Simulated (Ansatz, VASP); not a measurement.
## One calculation of TaN, two programs

INCAR

```
SYSTEM = TaN
PREC = Accurate ; ENCUT = 520
EDIFF = 1E-6 ; ISMEAR = -1
SIGMA = 0.05 ; LREAL = .False.
LASPH = .True. ; NELM = 60
ALGO = Normal ; ISIF = 2
LWAVE = .False. ; LCHARG = .True.
GGA = PS ; LELF = .True.
LVHAR = .True. ; NBANDS = 15
```

KPOINTS

```
regular mesh
0
Gamma
  9 9 8
  0 0 0
```

The input POSCAR:

```
TaN
1.0
    2.9967600000      0.0000000000      0.0000000000
   -1.4983800000      2.5952702890      0.0000000000
    0.0000000000      0.0000000000      2.8830000000
Ta N
1 1
Direct
    0.0000000000      0.0000000000      0.5000000000
    0.6666666667      0.3333333333      0.0000000000
```

input.yaml

```yaml
crystal:
  lattice:
    - [2.99676, 0.0, 0.0]
    - [-1.49838, 2.595270289, 0.0]
    - [0.0, 0.0, 2.883]
  atoms:
    - { symbol: Ta, position: [0.0, 0.0, 0.5] }
    - { symbol: "N", position: [0.6666666667, 0.3333333333, 0.0] }
hamiltonian:
  xc: pbesol
  pseudopotentials: { kind: paw }
kpoints:
  mp_grid: { grid: [9, 9, 8] }
scf:
  occupations: { method: fermi_dirac, width: 0.05 }
output:
  forces: true
  stress: true
  eigenvalues: true
  write_density: true
  write_potential: true
  elf: true
  volumetric_format: npy
```

Alike in both runs: task single point; functional PBEsol; k mesh 9 × 9 × 8; occupations fermi-dirac, width 0.05 eV; no spin polarisation.

|  | VASP | Ansatz |
| --- | --- | --- |
| version | VASP 6.6.1 | Ansatz 0.2.0 |
| potentials or method | VASP PAW PBE potentials, release 64 (Ta_pv, N) | Ansatz PAW |
| plane-wave cutoff (eV) | 520 | 420 |
| valence electrons in the cell | 16 | 18 |

|  | VASP | Ansatz | Ansatz less VASP |
| --- | --- | --- | --- |
| gap on the k mesh at the Fermi level (eV) | none | none | - |
| pressure (GPa) | -16.1 | -16.7 | -0.63 |
| traceless stress, the component that is largest in VASP (GPa) | 7.02 | 6.91 | -0.116 |

VASP's potentials were made for PBE, not for PBEsol. A gap of «none» marks a metal or a gap that the smearing closes. With one functional, cell and mesh, what is left measures potentials, basis and numerics. VASP's potentials hold 16 valence electrons a cell and Ansatz's 18, so a difference there can come from the potentials and not from the codes.

Spin-orbit coupling is off throughout.
